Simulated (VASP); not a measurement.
Here is a VASP 6.6.1 calculation.

File INCAR:

```
ALGO = Normal ; EDIFF = 1E-6
ENCUT = 520 ; GGA = CA
ISIF = 2 ; ISMEAR = -1
LASPH = True ; LCHARG = False
LREAL = False ; LWAVE = False
NBANDS = 24 ; NELM = 60
PREC = Accurate ; SIGMA = 0.05
```

File KPOINTS:

```
k-points
0
Gamma
  11 11 11
```

POSCAR

```
TaAs
1.0
   -1.7102572196      1.7102572196      5.8285581915
    1.7102572196     -1.7102572196      5.8285581915
    1.7102572196      1.7102572196     -5.8285581915
Ta As
2 2
Direct
    0.4999673000      0.4999673000      0.0000000000
    0.2499673000      0.7499673000      0.5000000000
    0.0826321200      0.0826321200      0.0000000000
    0.8326321200      0.3326321200      0.5000000000
```

Potentials or basis: VASP PAW LDA potentials, release 64 (Ta_pv, As).

The run is started by

```console
$ cat potpaw_LDA.64/Ta_pv/POTCAR potpaw_LDA.64/As/POTCAR > POTCAR
$ mpirun -np 1 vasp_std > vasp.out
```

Task: Estimate the pressure.

Result: -2.9 GPa.

Task: Predict the largest force.

Result: 0.032 eV/Å.

Forces on the atoms (eV/Å):
```
Ta   0.000  0.000  0.032
Ta   0.000  0.000  0.032
As   0.000  0.000 -0.032
As   0.000  0.000 -0.032
```
